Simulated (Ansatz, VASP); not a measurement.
## Two plane-wave programs on Ni

```xyz
4
Lattice="2.5086 0.0000 0.0000 -1.2543 2.1725 0.0000 0.0000 0.0000 8.2182" Properties=species:S:1:pos:R:3 pbc="T T T"
Ni    1.2543    2.1725    0.0000
Ni    1.2543    2.1725    4.1091
Ni    0.0000    1.4484    2.0545
Ni    1.2543    0.7242    6.1636
```

Alike in both runs: task single point; functional PBEsol; k mesh 17 × 17 × 5; occupations fermi-dirac, width 0.1 eV; no spin polarisation.

|  | VASP | Ansatz |
| --- | --- | --- |
| version | VASP 6.6.1 | Ansatz 0.2.0 |
| potentials or method | VASP PAW PBE potentials, release 64 (Ni), cutoff 520 eV | plane waves (420 eV) with PAW, scalar-relativistic |
| valence electrons in the cell | 40 | 72 |

Ansatz gave:

| Property | Result |
| --- | --- |
| pressure (GPa) | -14.8 |

Problem. Which values does VASP return?

Solution. Pressure (GPa): -14.5.

VASP's potentials were made for PBE, not for PBEsol, and Ansatz warns of the same on its side. With one functional, cell and mesh, what is left measures potentials, basis and numerics. VASP's potentials hold 40 valence electrons a cell and Ansatz's 72, so a difference there can come from the potentials and not from the codes.
